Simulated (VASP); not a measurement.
# Na (I4/mmm) in VASP: notebook

Na is run at these levels: PBEsol; tasks: single point.

All numbers are computed with VASP 6.6.1; they aren't measurements. Logs are shortened: lines on timing, memory, paths and dates and some standing lists are left out, and cuts for length are marked.

## (1) The cell of the first run

Symmetry: I4/mmm, No. 139, tetragonal system. Conventional cell: a = 3.603 Å, b = 3.603 Å, c = 5.050 Å, α = 90.00°, β = 90.00°, γ = 90.00°. Within 4.7 Å of Na (site symmetry 4/mmm) lie 12 Na at 3.59 to 3.60 Å.

## (2) Single point, PBEsol

INCAR

```
PREC = Accurate
ENCUT = 520
EDIFF = 1E-7
ISMEAR = 0
SIGMA = 0.15
LREAL = F
LASPH = T
NELM = 60
ALGO = Normal
ISIF = 2
LWAVE = F
LCHARG = F
GGA = PS
NBANDS = 10
```

KPOINTS

```
Automatic mesh
0
Gamma
  16 16 16
```

POSCAR

```
Na
1.0
   -1.8014500000      1.8014500000      2.5250000000
    1.8014500000     -1.8014500000      2.5250000000
    1.8014500000      1.8014500000     -2.5250000000
Na
1
Direct
    0.0000000000      0.0000000000      0.0000000000
```

Potentials or basis: VASP PAW PBE potentials, release 64 (Na_pv).

The run is started by

```bash
cat potpaw_PBE.64/Na_pv/POTCAR > POTCAR
mpirun -np 1 vasp_std > vasp.out
```

OUTCAR:

```text
PREC = Accurate
   ENCUT = 520
   EDIFF = 1E-7
   ISMEAR = 0
   LREAL = F
   LASPH = T
   NELM = 60
   ISIF = 2
   GGA = PS

 ion  position               nearest neighbor table
   1  0.000  0.000  0.000-

  LATTYP: Found a body centered tetragonal cell.
 ALAT       =     3.6029000000
 C/A-ratio  =     1.4016486719

  Lattice vectors:

 A1 = (  -1.8014500000,   1.8014500000,   2.5250000000)
 A2 = (   1.8014500000,  -1.8014500000,   2.5250000000)
 A3 = (   1.8014500000,   1.8014500000,  -2.5250000000)

Analysis of symmetry for initial positions (statically):
=====================================================================
 Subroutine PRICEL returns:
 Original cell was already a primitive cell.

 Routine SETGRP: Setting up the symmetry group for a
 body centered tetragonal supercell.

 Subroutine GETGRP returns: Found 16 space group operations
 (whereof 16 operations were pure point group operations)
 out of a pool of 16 trial point group operations.

The static configuration has the point symmetry D_4h.

Analysis of symmetry for dynamics (positions and initial velocities):
=====================================================================
 Subroutine PRICEL returns:
 Original cell was already a primitive cell.

 Routine SETGRP: Setting up the symmetry group for a
 body centered tetragonal supercell.

 Subroutine GETGRP returns: Found 16 space group operations
 (whereof 16 operations were pure point group operations)
 out of a pool of 16 trial point group operations.

The dynamic configuration has the point symmetry D_4h.

 Subroutine INISYM returns: Found 16 space group operations
 (whereof 16 operations are pure point group operations),
 and found     1 'primitive' translations

----------------------------------------------------------------------------------------

                                     Primitive cell

  volume of cell :      32.7767

  direct lattice vectors                    reciprocal lattice vectors
    -1.801450000  1.801450000  2.525000000     0.000000000  0.277554192  0.198019802
     1.801450000 -1.801450000  2.525000000     0.277554192  0.000000000  0.198019802
     1.801450000  1.801450000 -2.525000000     0.277554192  0.277554192  0.000000000

  length of vectors
     3.586930332  3.586930332  3.586930332     0.340951861  0.340951861  0.392520903

  position of ions in fractional coordinates (direct lattice)
     0.000000000  0.000000000  0.000000000
[... 80 lines left out ...]
   IBRION =     -1    ionic relax: 0-MD 1-quasi-New 2-CG
   NFREE  =      0    steps in history (QN), initial steepest desc. (CG)
   ISIF   =      2    stress and relaxation
   ISYM   =      2    0-nonsym 1-usesym 2-fastsym
   POTIM  = 0.5000    time-step for ionic-motion
   TEBEG  =    0.0;   TEEND  =   0.0 temperature during run
   PSTRESS=    0.0 pullay stress
   NELECT =       7.0000    total number of electrons
   NUPDOWN=      -1.0000    fix difference up-down
   EMIN   =  10.00;   EMAX   =-10.00  energy-range for DOS
   EFERMI =   0.00;   METHOD = LEGACY
   ISMEAR =     0;   SIGMA  =   0.15  broadening in eV -4-tet -1-fermi 0-gaus
   EFERMI_NEDOS =   21; number of points for ismear=-14 and -15
   IALGO  =     38    algorithm
   IMIX   =      4    mixing-type and parameters
     AMIX     =   0.40;   BMIX     =  1.00
     AMIX_MAG =   1.60;   BMIX_MAG =  1.00
  volume/ion in A,a.u.               =      32.78       221.19
  Fermi-wavevector in a.u.,A,eV,Ry     =   0.978556  1.849202 13.028550  0.957571
  Thomas-Fermi vector in A             =   2.109340
   LORBIT       =      0    0 simple, 1 ext, 2 COOP (PROOUT), +10 PAW based schemes
   GGA     = PS    functional components
   LHFCALC =     F    Hartree Fock is set to
   AEXX    =    0.0000 exact exchange contribution
   IVDW    =     0    specifies the selected vdW correction
   LEPSILON=     F    determine dielectric tensor
   LRPA    =     F    only Hartree local field effects (RPA)
 non-spin polarized calculation
 Gauss-broadening in eV      SIGMA  =   0.15
  energy-cutoff  :      520.00
  volume of cell :       32.78
 maximum number of plane-waves:       903
   NGX = 13   NGY = 13   NGZ = 13

 number of electron       6.9999993 magnetization

 Free energy of the ion-electron system (eV)
  ---------------------------------------------------
  ext. energy  EPLUGINS =         0.00000000
  ---------------------------------------------------
  free energy    TOTEN  =        -1.39289327 eV

  energy without entropy =       -1.38840527  energy(sigma->0) =       -1.39064927

 E-fermi :   0.6883     XC(G=0):  -6.8356

 val. band max:        0.6842696118   @ k =  -0.2500  -0.4375   0.1875
 cond. band min:       0.7481305987   @ k =  -0.3750   0.3750   0.1250
 fundamental gap:      0.0638609869
 Fermi energy:         0.6882976731

 k-point     1 :       0.0000    0.0000    0.0000
  band No.  band energies     occupation
      1     -24.0156      2.00000
      2     -24.0156      2.00000
      3     -24.0156      2.00000
      4      -2.8708      2.00000
      5      12.5274      0.00000
      6      12.5274      0.00000
      7      12.5610      0.00000
      8      13.7287      0.00000
      9      14.5034      0.00000
     10      14.5075      0.00000
[... 287 lines left out ...]
 k-point    24 :      -0.0625    0.0625    0.0000
  band No.  band energies     occupation
      1     -24.0177      2.00000
      2     -24.0163      2.00000
      3     -24.0163      2.00000
      4      -2.7767      2.00000
      5      11.6537      0.00000
      6      11.9898      0.00000
      7      12.0133      0.00000
      8      13.9489      0.00000
      9      14.7826      0.00000
     10      15.2183      0.00000

 [... further k-points ...]

------------------------ aborting loop because EDIFF is reached ----------------------------------------

  FORCE on cell =-STRESS in cart. coord.  units (eV):
  Direction    XX          YY          ZZ          XY          YZ          ZX
  --------------------------------------------------------------------------------------
  -------------------------------------------------------------------------------------
  Total        0.2005966      0.2005966      0.2063460      0.0000000      0.0000000      0.0000000
  in kB        9.8054703      9.8054703     10.0865074      0.0000000      0.0000000      0.0000000
  external PRESSURE =       9.8991493 kB  Pullay stress =       0.0000000 kB

 VOLUME and BASIS-vectors are now :
 -----------------------------------------------------------------------------
  energy-cutoff  :      520.00
  volume of cell :       32.78
      direct lattice vectors                 reciprocal lattice vectors
    -1.801450000  1.801450000  2.525000000     0.000000000  0.277554192  0.198019802
     1.801450000 -1.801450000  2.525000000     0.277554192  0.000000000  0.198019802
     1.801450000  1.801450000 -2.525000000     0.277554192  0.277554192  0.000000000

 POSITION                                       TOTAL-FORCE (eV/Angst)
 -----------------------------------------------------------------------------------
      0.00000      0.00000      0.00000        -0.000000     -0.000000      0.000000
 -----------------------------------------------------------------------------------
    total drift:                               -0.000000     -0.000000     -0.000000

  FREE ENERGIE OF THE ION-ELECTRON SYSTEM (eV)
  ---------------------------------------------------
  free  energy   TOTEN  =        -1.3928932702 eV

  energy  without entropy=       -1.3884052677  energy(sigma->0) =       -1.39064927
```

OSZICAR:

```text
N       E                     dE             d eps       ncg     rms          rms(c)
DAV:   1     0.291111436985E+02    0.29111E+02   -0.38362E+03  7000   0.605E+02
DAV:   2    -0.751958030883E+00   -0.29863E+02   -0.29716E+02  7250   0.156E+02
DAV:   3    -0.139105270690E+01   -0.63909E+00   -0.63863E+00  8398   0.240E+01
DAV:   4    -0.139578808911E+01   -0.47354E-02   -0.47350E-02  8132   0.205E+00
DAV:   5    -0.139584852260E+01   -0.60433E-04   -0.60433E-04  8006   0.232E-01    0.253E-01
DAV:   6    -0.139371931644E+01    0.21292E-02   -0.28782E-03  8154   0.796E-01    0.150E-01
DAV:   7    -0.139295143619E+01    0.76788E-03   -0.24946E-03  7938   0.662E-01    0.451E-02
DAV:   8    -0.139289317246E+01    0.58264E-04   -0.19432E-04  7980   0.245E-01    0.211E-03
DAV:   9    -0.139289335796E+01   -0.18550E-06   -0.74739E-07  7952   0.887E-03    0.114E-03
DAV:  10    -0.139289327016E+01    0.87803E-07   -0.65578E-08  6582   0.306E-03
   1 F= -.13928933E+01 E0= -.13906493E+01  d E =-.448800E-02
```

stdout:

```text
POSCAR found type information on POSCAR Na
 POSCAR found :  1 types and       1 ions
 scaLAPACK will be used
 -----------------------------------------------------------------------------
|                                                                             |
|                                                                             |
|     You enforced a specific xc type in the INCAR file but a different       |
|     I HOPE YOU KNOW WHAT YOU ARE DOING!                                     |
|                                                                             |
 -----------------------------------------------------------------------------

 LDA part: xc-table for (Slater+PW92), standard interpolation
 POSCAR, INCAR and KPOINTS ok, starting setup
 FFT: planning ... GRIDC
 FFT: planning ... GRID_SOFT
 FFT: planning ... GRID
 WAVECAR not read
 entering main loop
```

Run time: 2.4 min. Hardware: 1 thread of Intel Xeon 8259CL, shared host; peak memory 0.22 GiB.

What came out:

```yaml
Free_energy: -1.3929 eV
Pressure: 1.0 GPa
Band_gap_on_the_k_mesh: zero (an odd number of electrons rules out a gap without spin polarisation)
```

Caveat: the PAW data sets were made with another functional, which shifts forces and pressure a little.

## (3) Single point, PBEsol

This run uses another cell than the first one, of 33.29 Å³/atom.

INCAR

```
PREC = Accurate ; ENCUT = 520
EDIFF = 1E-6 ; ISMEAR = 0
SIGMA = 0.15 ; LREAL = F
LASPH = T ; NELM = 100
ALGO = Normal ; ISIF = 2
LWAVE = F ; LCHARG = F
GGA = PS ; NBANDS = 10
```

KPOINTS is that of step 2.

POSCAR

```
Na
1.0
   -1.7704000000      1.7704000000      2.6556500000
    1.7704000000     -1.7704000000      2.6556500000
    1.7704000000      1.7704000000     -2.6556500000
Na
1
Direct
    0.0000000000      0.0000000000      0.0000000000
```

Potentials or basis: VASP PAW PBE potentials, release 64 (Na_pv).

The run is started by

```bash
cat potpaw_PBE.64/Na_pv/POTCAR > POTCAR
mpirun -np 1 vasp_std > vasp.out
```

Wall time 2 min (1 thread of Intel Xeon 8259CL, shared host); peak memory 0.22 GiB.

Results (log left out):

```
Free energy            : -1.3948 eV
Pressure               : 0.8 GPa
Band gap on the k mesh : zero (an odd number of electrons rules out a gap without spin polarisation)
```

Stress tensor (GPa, compression positive):
```
0.87 0.00 0.00
0.00 0.87 0.00
0.00 0.00 0.61
```

Levels at points of the mesh, in eV from the Fermi level:
```
           k point  band 2  band 3  band 4  band 5  band 6  band 7
(0.00, 0.00, 0.00)  -24.72  -24.72   -3.53   11.62   11.85   11.85
(0.50, 0.00, 0.00)  -24.73  -24.72    0.55    1.07   10.24   11.15
(0.50, 0.50, 0.00)  -24.74  -24.74    2.09    2.64    6.40    7.45
(0.50, 0.50, 0.50)  -24.73  -24.73    1.45    2.06    6.94    8.14
```

Caveat: the PAW data sets were made with another functional, which shifts forces and pressure a little.

The gap in the log of VASP goes by the Fermi energy; the results here count the filled bands.